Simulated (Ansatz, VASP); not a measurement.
# Two plane-wave programs on PtS2

```
CELL_PARAMETERS angstrom
3.54153 0.00000 0.00000
-1.77076 3.06705 0.00000
0.00000 0.00000 22.46706
ATOMIC_POSITIONS crystal
S 0.66667 0.33333 0.20029
S 0.33333 0.66667 0.31083
S 0.00000 0.00000 0.46395
S 0.66667 0.33333 0.57449
Pt 0.00000 0.00000 0.25556
Pt 0.33333 0.66667 0.51922
```

Alike in both runs: task single point; functional PBE; dispersion D3(BJ); k mesh 9 × 9 × 1; occupations gaussian, width 0.05 eV; no spin polarisation.

|  | VASP | Ansatz |
| --- | --- | --- |
| version | VASP 6.6.1 | Ansatz 0.2.0 |
| potentials or method | VASP PAW PBE potentials, release 64 (S, Pt), cutoff 520 eV | scalar-relativistic, plane waves, PAW |
| valence electrons in the cell | 44 | 60 |

VASP gave:

```
gap on the k mesh at the Fermi level (eV) : 1.50
least direct gap on the mesh (eV)         : 1.62
rms of the force components (eV/Å)        : 0.027
```

Task: Which values does Ansatz return?

Result: gap on the k mesh at the Fermi level (eV): 1.49; least direct gap on the mesh (eV): 1.61; rms of the force components (eV/Å): 0.030.

VASP's potentials hold 44 valence electrons a cell and Ansatz's 60, so a difference there can come from the potentials and not from the codes.

Spin-orbit coupling is off throughout.
